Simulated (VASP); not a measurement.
# Al6H in VASP: a series of runs

The runs below take Al6H through single point, with PBE.

Program: VASP 6.6.1. These are calculated values, not measurements. Logs are shortened: lines on timing, memory, paths and dates and some standing lists are left out, and cuts for length are marked.

## 1. The cell of the first run

The cell holds a slab with vacuum, 14 atoms: a = 5.714 Å, b = 5.714 Å, c = 22.602 Å, α = 90.00°, β = 90.00°, γ = 120.00°.

## 2. Single point, PBE

Input file INCAR:

```
PREC     = Accurate       # precision mode
ENCUT    = 520            # plane-wave cutoff, eV
EDIFF    = 1E-6           # SCF threshold, eV
ISMEAR   = 0              # smearing method
SIGMA    = 0.1            # smearing width, eV
LREAL    = False          # projectors in reciprocal space
LASPH    = True           # aspherical terms in the spheres
NELM     = 80             # most SCF steps
ALGO     = Normal         # electronic algorithm
ISIF     = 2              # what is computed and relaxed
LWAVE    = False          # write WAVECAR
LCHARG   = False          # write CHGCAR
LDIPOL   = True         
IDIPOL   = 3            
DIPOL    = 0.5 0.5 0.302
GGA      = PE             # functional
NBANDS   = 32             # bands
```

Input file KPOINTS:

```
regular mesh
0
Gamma
  6 6 1
```

Input file POSCAR:

```
Al6H
1.0
    5.7143028096      0.0000000000      0.0000000000
   -2.8571514048      4.9487313980      0.0000000000
    0.0000000000      0.0000000000     22.6016424636
Al H
12 2
Direct
    0.3333333333      0.1666666667      0.1769782885
    0.3333333333      0.6666666667      0.1769782885
    0.8333333333      0.1666666667      0.1769782885
    0.8333333333      0.6666666667      0.1769782885
    0.1666666667      0.3333333333      0.2787817904
    0.1666666667      0.8333333333      0.2787817904
    0.6666666667      0.3333333333      0.2787817904
    0.6666666667      0.8333333333      0.2787817904
    0.0000000000      0.0000000000      0.3805759903
    0.0000000000      0.5000000000      0.3805759903
    0.5000000000      0.0000000000      0.3805759903
    0.5000000000      0.5000000000      0.3805759903
    0.1565922228      0.3131844455      0.4429608370
    0.3434077772      0.6868155545      0.4429608370
```

Potentials or basis: VASP PAW PBE potentials, release 64 (Al, H).

Command:

```bash
$ cat potpaw_PBE.64/Al/POTCAR potpaw_PBE.64/H/POTCAR > POTCAR
$ mpirun -np 1 vasp_std > vasp.out
```

OUTCAR:

```text
PREC = Accurate
   ENCUT = 520
   EDIFF = 1E-6
   ISMEAR = 0
   LREAL = False
   LASPH = True
   NELM = 80
   ISIF = 2
   GGA = PE

 ion  position               nearest neighbor table
   1  0.333  0.167  0.177-   5 2.83   6 2.83   7 2.83   4 2.86   2 2.86   2 2.86   4 2.86   3 2.86
                             3 2.86
   2  0.333  0.667  0.177-   6 2.83   5 2.83   8 2.83   3 2.86   1 2.86   1 2.86   3 2.86   4 2.86
                             4 2.86
   3  0.833  0.167  0.177-   7 2.83   8 2.83   5 2.83   4 2.86   2 2.86   4 2.86   2 2.86   1 2.86
                             1 2.86
   4  0.833  0.667  0.177-   8 2.83   7 2.83   6 2.83   3 2.86   1 2.86   3 2.86   1 2.86   2 2.86
                             2 2.86
   5  0.167  0.333  0.279-   9 2.83  12 2.83  10 2.83   1 2.83   2 2.83   3 2.83   8 2.86   6 2.86
                             6 2.86   8 2.86   7 2.86   7 2.86
   6  0.167  0.833  0.279-  10 2.83  11 2.83   9 2.83   2 2.83   1 2.83   4 2.83   7 2.86   5 2.86
                             5 2.86   7 2.86   8 2.86   8 2.86
   7  0.667  0.333  0.279-  11 2.83  10 2.83  12 2.83   3 2.83   4 2.83   1 2.83   8 2.86   6 2.86
                             8 2.86   6 2.86   5 2.86   5 2.86
   8  0.667  0.833  0.279-  12 2.83   9 2.83  11 2.83   4 2.83   3 2.83   2 2.83   7 2.86   5 2.86
                             7 2.86   5 2.86   6 2.86   6 2.86
   9  0.000  0.000  0.381-  13 2.10   5 2.83   8 2.83   6 2.83  12 2.86  10 2.86  10 2.86  12 2.86
                            11 2.86  11 2.86
  10  0.000  0.500  0.381-   6 2.83   7 2.83   5 2.83   9 2.86  11 2.86   9 2.86  11 2.86  12 2.86
                            12 2.86
  11  0.500  0.000  0.381-  14 2.10   7 2.83   6 2.83   8 2.83  12 2.86  10 2.86  12 2.86  10 2.86
                             9 2.86   9 2.86
  12  0.500  0.500  0.381-   8 2.83   5 2.83   7 2.83   9 2.86  11 2.86  11 2.86   9 2.86  10 2.86
                            10 2.86
  13  0.157  0.313  0.443-   9 2.10
  14  0.343  0.687  0.443-  11 2.10

  LATTYP: Found a hexagonal cell.
 ALAT       =     5.7143028096
 C/A-ratio  =     3.9552755982

  Lattice vectors:

 A1 = (   5.7143028096,   0.0000000000,   0.0000000000)
 A2 = (  -2.8571514048,   4.9487313980,   0.0000000000)
 A3 = (   0.0000000000,   0.0000000000,  22.6016424636)

Analysis of symmetry for initial positions (statically):
=====================================================================
 Subroutine PRICEL returns:
 Original cell was already a primitive cell.

 Routine SETGRP: Setting up the symmetry group for a
 hexagonal supercell.

 Subroutine GETGRP returns: Found  2 space group operations
 (whereof  2 operations were pure point group operations)
 out of a pool of 24 trial point group operations.

The static configuration has the point symmetry C_1h.

Analysis of symmetry for dynamics (positions and initial velocities):
=====================================================================
 Subroutine PRICEL returns:
 Original cell was already a primitive cell.

 Routine SETGRP: Setting up the symmetry group for a
 hexagonal supercell.

 Subroutine GETGRP returns: Found  2 space group operations
 (whereof  2 operations were pure point group operations)
 out of a pool of 24 trial point group operations.

The dynamic configuration has the point symmetry C_1h.

 Subroutine INISYM returns: Found  2 space group operations
 (whereof  2 operations are pure point group operations),
 and found     1 'primitive' translations

----------------------------------------------------------------------------------------

                                     Primitive cell

  volume of cell :     639.1417

  direct lattice vectors                    reciprocal lattice vectors
     5.714302810  0.000000000  0.000000000     0.174999476  0.101035995  0.000000000
    -2.857151405  4.948731398  0.000000000     0.000000000  0.202071990  0.000000000
     0.000000000  0.000000000 22.601642464     0.000000000  0.000000000  0.044244572

  length of vectors
     5.714302810  5.714302810 22.601642464     0.202071990  0.202071990  0.044244572

  position of ions in fractional coordinates (direct lattice)
     0.333333333  0.166666667  0.176978289
     0.333333333  0.666666667  0.176978289
     0.833333333  0.166666667  0.176978289
     0.833333333  0.666666667  0.176978289
     0.166666667  0.333333333  0.278781790
     0.166666667  0.833333333  0.278781790
[... 56 lines left out ...]
  0.000000  0.166667  0.000000      2.000000
  0.333333 -0.000000  0.000000      4.000000
  0.000000  0.333333  0.000000      2.000000
  0.500000  0.000000  0.000000      2.000000
  0.000000  0.500000  0.000000      1.000000
  0.166667  0.166667  0.000000      4.000000
 -0.333333  0.166667  0.000000      2.000000
  0.333333  0.166667  0.000000      4.000000
 -0.166667  0.500000  0.000000      4.000000
  0.500000  0.333333  0.000000      4.000000
  0.333333  0.333333  0.000000      2.000000
   k-points           NKPTS =     13   k-points in BZ     NKDIM =     13   number of bands    NBANDS=     32
   number of dos      NEDOS =    301   number of ions     NIONS =     14
   total plane-waves  NPLWV = 296352
   dimension x,y,z NGX =    42 NGY =   42 NGZ =  168
   dimension x,y,z NGXF=    84 NGYF=   84 NGZF=  336
   ions per type =              12   2
   NGX,Y,Z   is equivalent  to a cutoff of  12.22, 12.22, 12.36 a.u.
   NGXF,Y,Z  is equivalent  to a cutoff of  24.44, 24.44, 24.71 a.u.
 SYSTEM =  unknown system
   PREC   = accura    normal or accurate (medium, high low for compatibility)
   ISTART =      0    job   : 0-new  1-cont  2-samecut
   ICHARG =      2    charge: 1-file 2-atom 10-const
   ISPIN  =      1    spin polarized calculation?
   LNONCOLLINEAR =      F non collinear calculations
   LSORBIT =      F    spin-orbit coupling
   LASPH  =      T    aspherical Exc in radial PAW
   ENCUT  =  520.0 eV  38.22 Ry    6.18 a.u.  10.62 10.62 42.02*2*pi/ulx,y,z
   NELM   =     80;   NELMIN=  2; NELMDL= -5     # of ELM steps
   EDIFF  = 0.1E-05   stopping-criterion for ELM
   LREAL  =      F    real-space projection
   EDIFFG = 0.1E-04   stopping-criterion for IOM
   NSW    =      0    number of steps for IOM
   IBRION =     -1    ionic relax: 0-MD 1-quasi-New 2-CG
   NFREE  =      0    steps in history (QN), initial steepest desc. (CG)
   ISIF   =      2    stress and relaxation
   ISYM   =      2    0-nonsym 1-usesym 2-fastsym
   POTIM  = 0.5000    time-step for ionic-motion
   TEBEG  =    0.0;   TEEND  =   0.0 temperature during run
   PSTRESS=    0.0 pullay stress
   NELECT =      38.0000    total number of electrons
   NUPDOWN=      -1.0000    fix difference up-down
   EMIN   =  10.00;   EMAX   =-10.00  energy-range for DOS
   EFERMI =   0.00;   METHOD = LEGACY
   ISMEAR =     0;   SIGMA  =   0.10  broadening in eV -4-tet -1-fermi 0-gaus
   EFERMI_NEDOS =   21; number of points for ismear=-14 and -15
   IALGO  =     38    algorithm
   IMIX   =      4    mixing-type and parameters
     AMIX     =   0.40;   BMIX     =  1.00
     AMIX_MAG =   1.60;   BMIX_MAG =  1.00
  volume/ion in A,a.u.               =      45.65       308.08
  Fermi-wavevector in a.u.,A,eV,Ry     =   0.638955  1.207450  5.554763  0.408264
  Thomas-Fermi vector in A             =   1.704469
   LORBIT       =      0    0 simple, 1 ext, 2 COOP (PROOUT), +10 PAW based schemes
   GGA     = PE    functional components
   LHFCALC =     F    Hartree Fock is set to
   AEXX    =    0.0000 exact exchange contribution
   IVDW    =     0    specifies the selected vdW correction
   LEPSILON=     F    determine dielectric tensor
   LRPA    =     F    only Hartree local field effects (RPA)
 non-spin polarized calculation
 Gauss-broadening in eV      SIGMA  =   0.10
  energy-cutoff  :      520.00
  volume of cell :      639.14
 maximum number of plane-waves:     17305
   NGX = 21   NGY = 21   NGZ = 85

 dipolmoment           0.000000      0.000000     -0.195151 electrons x Angstroem

 number of electron      38.0000000 magnetization

 dipolmoment           0.000000      0.000000      0.057603 electrons x Angstroem

 Free energy of the ion-electron system (eV)
  ---------------------------------------------------
  ext. energy  EPLUGINS =         0.00000000
  ---------------------------------------------------
  free energy    TOTEN  =       -47.54751624 eV

  energy without entropy =      -47.51359996  energy(sigma->0) =      -47.53055810

 E-fermi :  -0.2970     XC(G=0):  -4.0530

 val. band max:       -0.3125986564   @ k =   0.1667   0.1667   0.0000
 cond. band min:      -0.2818721093   @ k =   0.0000   0.5000   0.0000
 fundamental gap:      0.0307265470
 Fermi energy:        -0.2970092683

 k-point     1 :       0.0000    0.0000    0.0000
  band No.  band energies     occupation
      1     -10.9948      2.00000
      2      -9.4708      2.00000
      3      -7.2210      2.00000
      4      -5.3272      2.00000
      5      -5.2947      2.00000
      6      -5.0740      2.00000
[... 431 lines left out ...]
     30       2.9750      0.00000
     31       3.1660      0.00000
 [bands above 31 left out]

------------------------ aborting loop because EDIFF is reached ----------------------------------------

 vacuum level on the upper side and lower side of the slab       (xc-potential included)         0.164        -0.197

  FORCE on cell =-STRESS in cart. coord.  units (eV):
  Direction    XX          YY          ZZ          XY          YZ          ZX
  --------------------------------------------------------------------------------------
  -------------------------------------------------------------------------------------
  Total       -3.6129677     -4.6628327     -0.9023413      0.0000000     -0.0611050      0.0000000
  in kB       -9.0568574    -11.6886212     -2.2619567      0.0000000     -0.1531758      0.0000000
  external PRESSURE =      -7.6691451 kB  Pullay stress =       0.0000000 kB

 VOLUME and BASIS-vectors are now :
 -----------------------------------------------------------------------------
  energy-cutoff  :      520.00
  volume of cell :      639.14
      direct lattice vectors                 reciprocal lattice vectors
     5.714302810  0.000000000  0.000000000     0.174999476  0.101035995  0.000000000
    -2.857151405  4.948731398  0.000000000     0.000000000  0.202071990  0.000000000
     0.000000000  0.000000000 22.601642464     0.000000000  0.000000000  0.044244572

 POSITION                                       TOTAL-FORCE (eV/Angst)
 -----------------------------------------------------------------------------------
      1.42858      0.82479      4.00000         0.045905     -0.081987     -0.146141
     -0.00000      3.29915      4.00000         0.000000      0.067335     -0.029151
      4.28573      0.82479      4.00000        -0.045905     -0.081987     -0.146141
      2.85715      3.29915      4.00000         0.000000      0.044600     -0.223448
      0.00000      1.64958      6.30093         0.000000     -0.022946      0.347982
     -1.42858      4.12394      6.30093        -0.003992      0.005658      0.061345
      2.85715      1.64958      6.30093         0.000000      0.113828     -0.175958
      1.42858      4.12394      6.30093         0.003992      0.005658      0.061345
      0.00000      0.00000      8.60164         0.000000      0.414719      0.543716
     -1.42858      2.47437      8.60164         0.022026     -0.078392      0.582904
      2.85715      0.00000      8.60164        -0.000000     -0.261726      0.457695
      1.42858      2.47437      8.60164        -0.022026     -0.078392      0.582904
      0.00000      1.54987     10.01164        -0.000000     -0.434868     -0.877451
     -0.00000      3.39887     10.01164        -0.000000      0.388502     -1.039601
 -----------------------------------------------------------------------------------
    total drift:                               -0.000000     -0.000087     -0.000065

  FREE ENERGIE OF THE ION-ELECTRON SYSTEM (eV)
  ---------------------------------------------------
  free  energy   TOTEN  =       -47.5475162419 eV

  energy  without entropy=      -47.5135999635  energy(sigma->0) =      -47.53055810

 vacuum level on the upper side and lower side of the slab         4.048         3.676
```

It took 7.7 min on 1 thread of Intel Xeon Platinum 8559C (Emerald Rapids), shared host; peak memory 0.69 GiB.

What came out:

```yaml
Free_energy: -47.5475 eV
Largest_force: 1.110 eV/Å
Band_gap_on_the_k_mesh: zero (band 19 reaches 0.30 eV, above the bottom of band 20 at -0.89 eV)
```

Forces in eV/Å, atoms in the order of the input:
```
Al   0.046 -0.082 -0.146
Al   0.000  0.067 -0.029
Al  -0.046 -0.082 -0.146
Al   0.000  0.045 -0.223
Al   0.000 -0.023  0.348
Al  -0.004  0.006  0.061
Al   0.000  0.114 -0.176
Al   0.004  0.006  0.061
Al   0.000  0.415  0.544
Al   0.022 -0.078  0.583
Al   0.000 -0.262  0.458
Al  -0.022 -0.078  0.583
H    0.000 -0.435 -0.877
H    0.000  0.389 -1.040
```

## 3. Single point, PBE

Input file INCAR:

```
ALGO = Normal
DIPOL = 0.5 0.5 0.298
EDIFF = 1E-7
ENCUT = 520
GGA = PE
IDIPOL = 3
ISIF = 2
ISMEAR = 0
LASPH = T
LCHARG = F
LDIPOL = T
LREAL = F
LWAVE = F
NBANDS = 32
NELM = 60
PREC = Accurate
SIGMA = 0.1
```

Input file KPOINTS:

```
k-points
0
Gamma
  6 6 1
```

POSCAR: that of step 2 with these lines changed.

```diff
@@ -20,3 +20,3 @@
     0.5000000000      0.5000000000      0.3805759903
-    0.1565922228      0.3131844455      0.4429608370
-    0.3434077772      0.6868155545      0.4429608370
+    0.1161273068      0.2322546137      0.4146443109
+    0.3838726932      0.7677453863      0.4146443109
```

Potentials or basis: VASP PAW PBE potentials, release 64 (Al, H).

Command:

```bash
$ cat potpaw_PBE.64/Al/POTCAR potpaw_PBE.64/H/POTCAR > POTCAR
$ mpirun -np 1 vasp_std > vasp.out
```

Run time: 7.3 min. Hardware: 1 thread of Intel Xeon Platinum 8559C (Emerald Rapids), shared host; peak memory 0.69 GiB.

It converged, with:

* Free energy: -46.5248 eV
* Largest force: 5.347 eV/Å
* Band gap on the k mesh: zero (band 19 reaches 0.62 eV, above the bottom of band 20 at -0.63 eV)

Forces on the atoms (eV/Å):
```
Al   0.037 -0.035 -0.085
Al   0.000  0.035 -0.011
Al  -0.037 -0.035 -0.085
Al   0.000  0.056 -0.093
Al   0.000  0.028  0.163
Al   0.013 -0.009  0.163
Al   0.000  0.117 -0.077
Al  -0.013 -0.009  0.163
Al   0.000 -4.256 -2.836
Al  -0.653 -0.088 -0.223
Al   0.000  4.444 -2.974
Al   0.653 -0.088 -0.223
H    0.000  4.129  3.146
H    0.000 -4.288  2.971
```

Levels at points of the mesh, in eV from the Fermi level:
| k point | band 16 | band 17 | band 18 | band 19 | band 20 | band 21 | band 22 | band 23 |
| --- | --- | --- | --- | --- | --- | --- | --- | --- |
| (0.00, 0.00, 0.00) | -2.91 | -1.92 | -1.05 | -0.66 | -0.65 | -0.37 | -0.35 | 0.17 |
| (0.50, 0.00, 0.00) | -0.69 | -0.57 | -0.37 | 0.11 | 0.53 | 0.76 | 0.91 | 1.12 |
| (0.00, 0.50, 0.00) | -0.63 | -0.60 | -0.40 | -0.05 | 0.27 | 0.72 | 1.07 | 1.25 |

## 4. Single point, PBE

Input file INCAR:

```
SYSTEM = Al6H
PREC = Accurate
ENCUT = 520
EDIFF = 1E-6
ISMEAR = 0
SIGMA = 0.1
LREAL = .False.
LASPH = .True.
NELM = 80
ALGO = Normal
ISIF = 2
LWAVE = .False.
LCHARG = .False.
LDIPOL = .True.
IDIPOL = 3
DIPOL = 0.5 0.5 0.302
GGA = PE
NBANDS = 32
```

Input file KPOINTS:

```
regular mesh
0
Gamma
  6 6 1
  0 0 0
```

POSCAR: that of step 3 with these lines changed.

```diff
@@ -20,3 +20,3 @@
     0.5000000000      0.5000000000      0.3805759903
-    0.1161273068      0.2322546137      0.4146443109
-    0.3838726932      0.7677453863      0.4146443109
+    0.1161273068      0.2322546137      0.4429608370
+    0.3838726932      0.7677453863      0.4429608370
```

Potentials or basis: VASP PAW PBE potentials, release 64 (Al, H).

Command:

```bash
$ cat potpaw_PBE.64/Al/POTCAR potpaw_PBE.64/H/POTCAR > POTCAR
$ mpirun -np 1 vasp_std > vasp.out
```

OUTCAR:

```text
SYSTEM = Al6H
   PREC = Accurate
   ENCUT = 520
   EDIFF = 1E-6
   ISMEAR = 0
   LREAL = .False.
   LASPH = .True.
   NELM = 80
   ISIF = 2
   GGA = PE

 ion  position               nearest neighbor table
   1  0.333  0.167  0.177-   5 2.83   6 2.83   7 2.83   4 2.86   2 2.86   2 2.86   4 2.86   3 2.86
                             3 2.86
   2  0.333  0.667  0.177-   6 2.83   5 2.83   8 2.83   3 2.86   1 2.86   1 2.86   3 2.86   4 2.86
                             4 2.86
   3  0.833  0.167  0.177-   7 2.83   8 2.83   5 2.83   4 2.86   2 2.86   4 2.86   2 2.86   1 2.86
                             1 2.86
[... 689 lines left out ...]
    -2.857151405  4.948731398  0.000000000     0.000000000  0.202071990  0.000000000
     0.000000000  0.000000000 22.601642464     0.000000000  0.000000000  0.044244572

 POSITION                                       TOTAL-FORCE (eV/Angst)
 -----------------------------------------------------------------------------------
      1.42858      0.82479      4.00000         0.091959     -0.001969     -0.140447
     -0.00000      3.29915      4.00000        -0.000000      0.040094     -0.023816
      4.28573      0.82479      4.00000        -0.091959     -0.001969     -0.140447
      2.85715      3.29915      4.00000        -0.000000     -0.053504     -0.253709
      0.00000      1.64958      6.30093        -0.000000     -0.031535      0.329332
     -1.42858      4.12394      6.30093         0.010714     -0.035007      0.121323
      2.85715      1.64958      6.30093         0.000000      0.187782     -0.226814
      1.42858      4.12394      6.30093        -0.010714     -0.035007      0.121323
      0.00000      0.00000      8.60164        -0.000000      0.281709      0.623187
     -1.42858      2.47437      8.60164        -0.227205     -0.083900      0.194423
      2.85715      0.00000      8.60164         0.000000     -0.125255      0.499564
      1.42858      2.47437      8.60164         0.227205     -0.083900      0.194423
     -0.00000      1.14937     10.01164         0.000000     -0.178179     -0.601474
      0.00000      3.79937     10.01164        -0.000000      0.120640     -0.696870
 -----------------------------------------------------------------------------------
    total drift:                               -0.000000     -0.000205     -0.000028

  FREE ENERGIE OF THE ION-ELECTRON SYSTEM (eV)
  ---------------------------------------------------
  free  energy   TOTEN  =       -47.7720321516 eV

  energy  without entropy=      -47.7441312987  energy(sigma->0) =      -47.75808173

 vacuum level on the upper side and lower side of the slab         4.102         3.661
```

It took 7 min on 1 thread of Intel Xeon Platinum 8559C (Emerald Rapids), shared host; peak memory 0.69 GiB.

What came out:

```yaml
Free_energy: -47.7720 eV
Largest_force: 0.707 eV/Å
Band_gap_on_the_k_mesh: zero (band 19 reaches 0.18 eV, above the bottom of band 20 at -1.03 eV)
```

Forces in eV/Å, atoms in the order of the input:
```
Al   0.092 -0.002 -0.140
Al   0.000  0.040 -0.024
Al  -0.092 -0.002 -0.140
Al   0.000 -0.054 -0.254
Al   0.000 -0.032  0.329
Al   0.011 -0.035  0.121
Al   0.000  0.188 -0.227
Al  -0.011 -0.035  0.121
Al   0.000  0.282  0.623
Al  -0.227 -0.084  0.194
Al   0.000 -0.125  0.500
Al   0.227 -0.084  0.194
H    0.000 -0.178 -0.601
H    0.000  0.121 -0.697
```
